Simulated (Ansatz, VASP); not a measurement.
# Zn4S in VASP and in Ansatz

```
Zn S
1.0
    -2.90052    2.90052    2.90052
     2.90052   -2.90052    2.90052
     2.90052    2.90052   -2.90052
Zn S
4 1
Direct
  0.00000 0.00000 0.50009
  0.50009 0.00000 0.00000
  0.00000 0.50009 0.00000
  0.49991 0.49991 0.49991
  0.00000 0.00000 0.00000
```

Change from the starting cell: species swapped into the H4C type (I-43m, No. 217).

Alike in both runs: functional PBE; k mesh 4 × 4 × 4; occupations gaussian, width 0.1 eV; no spin polarisation.

Ansatz relaxed the structure, and its values are those at the end. VASP's run is a single point on that final structure, the one shown.

|  | VASP | Ansatz |
| --- | --- | --- |
| version | VASP 6.6.1 | Ansatz 0.2.0 |
| potentials or method | VASP PAW PBE potentials, release 64 (Zn, S), cutoff 520 eV | scalar-relativistic, plane waves, PAW |
| valence electrons in the cell | 54 | 54 |

|  | VASP | Ansatz | Ansatz less VASP |
| --- | --- | --- | --- |
| gap on the k mesh at the Fermi level (eV) | none | none | - |
| pressure (GPa) | -0.1 | -0.3 | -0.17 |

A gap of «none» marks a metal or a gap that the smearing closes. The functional is the same, so the differences come from potentials, cutoffs and numerics.

The k mesh is coarse, so the values compare programs but aren't converged.
